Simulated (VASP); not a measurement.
# TaN (CsCl type) (Pm-3m) in VASP: further runs, part 2 of 2

VASP 6.6.1.

## 4. Single point, PBE (volume scaled by 0.94)

INCAR reads:

```
  PREC = Accurate
  ENCUT = 520
  EDIFF = 1E-6
  ISMEAR = -1
  SIGMA = 0.05
  LREAL = F
  LASPH = T
  NELM = 100
  ALGO = Normal
  ISIF = 2
  LWAVE = F
  LCHARG = T
  GGA = PE
  LELF = T
  LVHAR = T
  NBANDS = 15
```

KPOINTS reads:

```
Automatic mesh
0
Gamma
  15 15 15
```

POSCAR reads:

```
TaN
1.0
    2.6944337831      0.0000000000      0.0000000000
    0.0000000000      2.6944337831      0.0000000000
    0.0000000000      0.0000000000      2.6944337831
Ta N
1 1
Direct
    0.0000000000      0.0000000000      0.0000000000
    0.5000000000      0.5000000000      0.5000000000
```

Potentials or basis: VASP PAW PBE potentials, release 64 (Ta_pv, N).

Launch:

```bash
cat potpaw_PBE.64/Ta_pv/POTCAR potpaw_PBE.64/N/POTCAR > POTCAR
mpirun -np 1 vasp_std > vasp.out
```

OUTCAR:

```text
PREC = Accurate
   ENCUT = 520
   EDIFF = 1E-6
   ISMEAR = -1
   LREAL = F
   LASPH = T
   NELM = 100
   ISIF = 2
   GGA = PE

 ion  position               nearest neighbor table
   1  0.000  0.000  0.000-   2 2.33   2 2.33   2 2.33   2 2.33   2 2.33   2 2.33   2 2.33   2 2.33

   2  0.500  0.500  0.500-   1 2.33   1 2.33   1 2.33   1 2.33   1 2.33   1 2.33   1 2.33   1 2.33

  LATTYP: Found a simple cubic cell.
 ALAT       =     2.6944337831

  Lattice vectors:

 A1 = (   2.6944337831,   0.0000000000,   0.0000000000)
 A2 = (   0.0000000000,   2.6944337831,   0.0000000000)
 A3 = (   0.0000000000,   0.0000000000,   2.6944337831)

Analysis of symmetry for initial positions (statically):
=====================================================================
 Subroutine PRICEL returns:
 Original cell was already a primitive cell.

 Routine SETGRP: Setting up the symmetry group for a
 simple cubic supercell.

 Subroutine GETGRP returns: Found 48 space group operations
 (whereof 48 operations were pure point group operations)
 out of a pool of 48 trial point group operations.

The static configuration has the point symmetry O_h .

Analysis of symmetry for dynamics (positions and initial velocities):
=====================================================================
 Subroutine PRICEL returns:
 Original cell was already a primitive cell.

 Routine SETGRP: Setting up the symmetry group for a
 simple cubic supercell.

 Subroutine GETGRP returns: Found 48 space group operations
 (whereof 48 operations were pure point group operations)
 out of a pool of 48 trial point group operations.

The dynamic configuration has the point symmetry O_h .

 Subroutine INISYM returns: Found 48 space group operations
 (whereof 48 operations are pure point group operations),
 and found     1 'primitive' translations

----------------------------------------------------------------------------------------

                                     Primitive cell

  volume of cell :      19.5615

  direct lattice vectors                    reciprocal lattice vectors
     2.694433783  0.000000000  0.000000000     0.371135489  0.000000000  0.000000000
     0.000000000  2.694433783  0.000000000     0.000000000  0.371135489  0.000000000
     0.000000000  0.000000000  2.694433783     0.000000000  0.000000000  0.371135489

  length of vectors
     2.694433783  2.694433783  2.694433783     0.371135489  0.371135489  0.371135489

  position of ions in fractional coordinates (direct lattice)
     0.000000000  0.000000000  0.000000000
     0.500000000  0.500000000  0.500000000

  ion indices of the primitive-cell ions
   primitive index   ion index
                 1           1
                 2           2

----------------------------------------------------------------------------------------

 KPOINTS: Automatic mesh

Automatic generation of k-mesh.
 Grid dimensions read from file:
 generate k-points for:   15   15   15

 Generating k-lattice:

  Cartesian coordinates                     Fractional coordinates (reciprocal lattice)
     0.024742366  0.000000000  0.000000000     0.066666667  0.000000000  0.000000000
     0.000000000  0.024742366  0.000000000     0.000000000  0.066666667  0.000000000
     0.000000000  0.000000000  0.024742366     0.000000000  0.000000000  0.066666667

  Length of vectors
     0.024742366  0.024742366  0.024742366

  Shift w.r.t. Gamma in fractional coordinates (k-lattice)
     0.000000000  0.000000000  0.000000000

 Subroutine IBZKPT returns following result:
 ===========================================

 Found    120 irreducible k-points:

 Following reciprocal coordinates:
            Coordinates               Weight
  0.000000  0.000000  0.000000      1.000000
  0.066667  0.000000  0.000000      6.000000
  0.133333  0.000000  0.000000      6.000000
  0.200000  0.000000  0.000000      6.000000
  0.266667  0.000000  0.000000      6.000000
  0.333333  0.000000  0.000000      6.000000
[... 16 lines left out ...]
  0.266667  0.200000  0.000000     24.000000
  0.333333  0.200000  0.000000     24.000000
 [... further k-points ...]
   k-points           NKPTS =    120   k-points in BZ     NKDIM =    120   number of bands    NBANDS=     15
   number of dos      NEDOS =    301   number of ions     NIONS =      2
   total plane-waves  NPLWV =   8000
   dimension x,y,z NGX =    20 NGY =   20 NGZ =   20
   dimension x,y,z NGXF=    40 NGYF=   40 NGZF=   40
   ions per type =               1   1
   NGX,Y,Z   is equivalent  to a cutoff of  12.34, 12.34, 12.34 a.u.
   NGXF,Y,Z  is equivalent  to a cutoff of  24.68, 24.68, 24.68 a.u.
 SYSTEM =  unknown system
   PREC   = accura    normal or accurate (medium, high low for compatibility)
   ISTART =      0    job   : 0-new  1-cont  2-samecut
   ICHARG =      2    charge: 1-file 2-atom 10-const
   ISPIN  =      1    spin polarized calculation?
   LNONCOLLINEAR =      F non collinear calculations
   LSORBIT =      F    spin-orbit coupling
   LASPH  =      T    aspherical Exc in radial PAW
   ENCUT  =  520.0 eV  38.22 Ry    6.18 a.u.   5.01  5.01  5.01*2*pi/ulx,y,z
   NELM   =    100;   NELMIN=  2; NELMDL= -5     # of ELM steps
   EDIFF  = 0.1E-05   stopping-criterion for ELM
   LREAL  =      F    real-space projection
   EDIFFG = 0.1E-04   stopping-criterion for IOM
   NSW    =      0    number of steps for IOM
   IBRION =     -1    ionic relax: 0-MD 1-quasi-New 2-CG
   NFREE  =      0    steps in history (QN), initial steepest desc. (CG)
   ISIF   =      2    stress and relaxation
   ISYM   =      2    0-nonsym 1-usesym 2-fastsym
   POTIM  = 0.5000    time-step for ionic-motion
   TEBEG  =    0.0;   TEEND  =   0.0 temperature during run
   PSTRESS=    0.0 pullay stress
   NELECT =      16.0000    total number of electrons
   NUPDOWN=      -1.0000    fix difference up-down
   EMIN   =  10.00;   EMAX   =-10.00  energy-range for DOS
   EFERMI =   0.00;   METHOD = LEGACY
   ISMEAR =    -1;   SIGMA  =   0.05  broadening in eV -4-tet -1-fermi 0-gaus
   EFERMI_NEDOS =   21; number of points for ismear=-14 and -15
   IALGO  =     38    algorithm
   IMIX   =      4    mixing-type and parameters
     AMIX     =   0.40;   BMIX     =  1.00
     AMIX_MAG =   1.60;   BMIX_MAG =  1.00
  volume/ion in A,a.u.               =       9.78        66.00
  Fermi-wavevector in a.u.,A,eV,Ry     =   1.531019  2.893207 31.892326  2.344020
  Thomas-Fermi vector in A             =   2.638422
   LORBIT       =      0    0 simple, 1 ext, 2 COOP (PROOUT), +10 PAW based schemes
   GGA     = PE    functional components
[... 5 lines left out ...]
 non-spin polarized calculation
  energy-cutoff  :      520.00
  volume of cell :       19.56
 maximum number of plane-waves:       540
   NGX = 11   NGY = 11   NGZ = 11

 number of electron      15.9999999 magnetization

 Free energy of the ion-electron system (eV)
  ---------------------------------------------------
  ext. energy  EPLUGINS =         0.00000000
  ---------------------------------------------------
  free energy    TOTEN  =       -20.74958889 eV

  energy without entropy =      -20.74471689  energy(sigma->0) =      -20.74715289

 E-fermi :  10.0872     XC(G=0): -13.9677

 val. band max:       10.0853793955   @ k =   0.2667   0.0667   0.0667
 cond. band min:      10.0894218483   @ k =   0.2667   0.2000   0.1333
 fundamental gap:      0.0040424528
 Fermi energy:        10.0872272563

 k-point     1 :       0.0000    0.0000    0.0000
  band No.  band energies     occupation
      1     -25.0980      2.00000
      2     -25.0980      2.00000
      3     -25.0980      2.00000
      4      -8.8305      2.00000
      5       4.8455      2.00000
      6       4.8455      2.00000
      7       7.1799      2.00000
      8       7.1799      2.00000
      9       7.1799      2.00000
     10      12.9922      0.00000
     11      14.1999      0.00000
     12      14.1999      0.00000
     13      14.1999      0.00000
     14      22.9104      0.00000
     15      28.1278      0.00000
[... 397 lines left out ...]
 k-point    24 :       0.3333    0.2000    0.0000
  band No.  band energies     occupation
      1     -26.1885      2.00000
      2     -25.5088      2.00000
      3     -24.9377      2.00000
      4      -6.6165      2.00000
      5       1.6331      2.00000
      6       4.4517      2.00000
      7       5.9632      2.00000
      8       7.1417      2.00000
      9      12.0202      0.00000
     10      12.5256      0.00000
     11      13.0305      0.00000
     12      15.0660      0.00000
     13      18.0969      0.00000
     14      22.9104      0.00000
     15      23.3711      0.00000

 [... further k-points ...]

------------------------ aborting loop because EDIFF is reached ----------------------------------------

  FORCE on cell =-STRESS in cart. coord.  units (eV):
  Direction    XX          YY          ZZ          XY          YZ          ZX
  --------------------------------------------------------------------------------------
  -------------------------------------------------------------------------------------
  Total        2.8250655      2.8250655      2.8250655      0.0000000      0.0000000      0.0000000
  in kB      231.3857258    231.3857258    231.3857258      0.0000000      0.0000000      0.0000000
  external PRESSURE =     231.3857258 kB  Pullay stress =       0.0000000 kB

 VOLUME and BASIS-vectors are now :
 -----------------------------------------------------------------------------
  energy-cutoff  :      520.00
  volume of cell :       19.56
      direct lattice vectors                 reciprocal lattice vectors
     2.694433783  0.000000000  0.000000000     0.371135489  0.000000000  0.000000000
     0.000000000  2.694433783  0.000000000     0.000000000  0.371135489  0.000000000
     0.000000000  0.000000000  2.694433783     0.000000000  0.000000000  0.371135489

 POSITION                                       TOTAL-FORCE (eV/Angst)
 -----------------------------------------------------------------------------------
      0.00000      0.00000      0.00000         0.000000      0.000000      0.000000
      1.34722      1.34722      1.34722         0.000000      0.000000      0.000000
 -----------------------------------------------------------------------------------
    total drift:                                0.000000      0.000000      0.000000

  FREE ENERGIE OF THE ION-ELECTRON SYSTEM (eV)
  ---------------------------------------------------
  free  energy   TOTEN  =       -20.7495888895 eV

  energy  without entropy=      -20.7447168912  energy(sigma->0) =      -20.74715289
```

stdout:

```text
POSCAR found type information on POSCAR TaN
 POSCAR found :  2 types and       2 ions
 scaLAPACK will be used
 LDA part: xc-table for (Slater+PW92), standard interpolation
 POSCAR, INCAR and KPOINTS ok, starting setup
 FFT: planning ... GRIDC
 FFT: planning ... GRID_SOFT
 FFT: planning ... GRID
 WAVECAR not read
 entering main loop
```

Wall time 16 s (1 thread of AMD EPYC 9R45 (Zen 5), shared host); peak memory 0.12 GiB.

What came out:

```yaml
Free_energy: -20.7496 eV
Pressure: 23.1 GPa
Band_gap_on_the_k_mesh: zero (band 8 reaches 15.99 eV, above the bottom of band 9 at 7.18 eV)
```

Levels at points of the mesh, in eV from the Fermi level:
| k point | band 6 | band 7 | band 8 | band 9 | band 10 | band 11 |
| --- | --- | --- | --- | --- | --- | --- |
| (0.00, 0.00, 0.00) | -5.24 | -2.91 | -2.91 | -2.91 | 2.90 | 4.11 |

Caveat: the cell differs from its parent crystal (volume scaled by 0.94); spin-orbit coupling is left out, which moves the levels of the heavy elements.

## 5. Single point, PBE

This run uses another cell than the first one, of 10.41 Å³/atom, 1.136 times its volume.

INCAR reads:

```
SYSTEM = TaN
ALGO = Normal
EDIFF = 1E-6
ENCUT = 520
GGA = PE
ISIF = 2
ISMEAR = -1
LASPH = .TRUE.
LCHARG = .FALSE.
LREAL = .FALSE.
LWAVE = .FALSE.
NBANDS = 15
NELM = 80
PREC = Accurate
SIGMA = 0.05
```

KPOINTS reads:

```
k-points
0
G
  15 15 15
  0 0 0
```

POSCAR reads:

```
TaN
1.0
    2.7505839039      0.0000000000      0.0000000000
    0.0000000000      2.7505839039      0.0000000000
    0.0000000000      0.0000000000      2.7505839039
Ta N
1 1
Direct
    0.0000000000      0.0000000000      0.0000000000
    0.5000000000      0.5000000000      0.5000000000
```

Launch:

```bash
cat potpaw_PBE.64/Ta_pv/POTCAR potpaw_PBE.64/N/POTCAR > POTCAR
mpirun -np 1 vasp_std > vasp.out
```

Wall time 16 s (1 thread of AMD EPYC 9R45 (Zen 5), shared host); peak memory 0.12 GiB.

It converged, with:

| Quantity | Value |
| --- | --- |
| Free energy | -20.8390 eV |
| Pressure | 0.7 GPa |
| Band gap on the k mesh | zero (band 8 reaches 14.77 eV, above the bottom of band 9 at 6.57 eV) |

Levels at points of the mesh, in eV from the Fermi level:
```csv
k point,band 5,band 6,band 7,band 8,band 9,band 10,band 11,band 12
"(0.00, 0.00, 0.00)",-4.82,-4.82,-2.73,-2.73,-2.73,2.16,3.84,3.84
```

Caveat: spin-orbit coupling is left out, which moves the levels of the heavy elements.

## 6. The runs side by side

```csv
cell,gap on the mesh (eV),pressure (GPa)
"a = 2.636 Å, 2 atoms",none,54.2
"a = 2.694 Å, 2 atoms",none,23.1
"a = 2.751 Å, 2 atoms",none,0.7
```

Alike in all rows: task single point; level PBE; potentials or basis VASP PAW PBE potentials, release 64 (Ta_pv, N); no spin polarisation; k mesh 15 × 15 × 15; cutoff (eV) 520; smearing fermi-dirac 0.05 eV.

Caveats: spin-orbit coupling is left out, which moves the levels of the heavy elements.

Absolute energies hang on the potentials; compare differences alone.
